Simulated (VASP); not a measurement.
A run of VASP 6.6.1:

INCAR

```
PREC = Accurate
ENCUT = 520
EDIFF = 1E-7
ISMEAR = 0
SIGMA = 0.1
LREAL = False
LASPH = True
NELM = 80
ALGO = Fast
ISIF = 2
LWAVE = False
LCHARG = True
GGA = PE
LELF = True
LVHAR = True
NBANDS = 17
```

File KPOINTS:

```
Automatic mesh
0
Gamma
  9 7 23
```

POSCAR

```
Pt
1.0
    3.8679401881      0.0000000954      0.0012509929
    0.0000001349      5.4700936949     -0.0008338919
   -1.9335016257      1.3673025812      1.4674270092
Pt
2
Direct
    0.0000000000      0.5000000000      0.0000000000
    0.0000000000      0.0000000000      0.0000000000
```

Potentials or basis: VASP PAW PBE potentials, release 64 (Pt).

Command:

```sh
$ cat potpaw_PBE.64/Pt/POTCAR > POTCAR
$ mpirun -np 1 vasp_std > vasp.out
```

Hardware: 1 thread of Intel(R) Xeon(R) Platinum 8259CL CPU @ 2.50GHz (Skylake/Cascade Lake), with other jobs on the host.

**Question.** Estimate the wall time of this run.

**Answer.** Wall time 8.5 min on 1 thread of Intel(R) Xeon(R) Platinum 8259CL CPU @ 2.50GHz (Skylake/Cascade Lake), on a shared host, peak memory 0.44 GiB. Counts: scf iterations 15, k points 725.
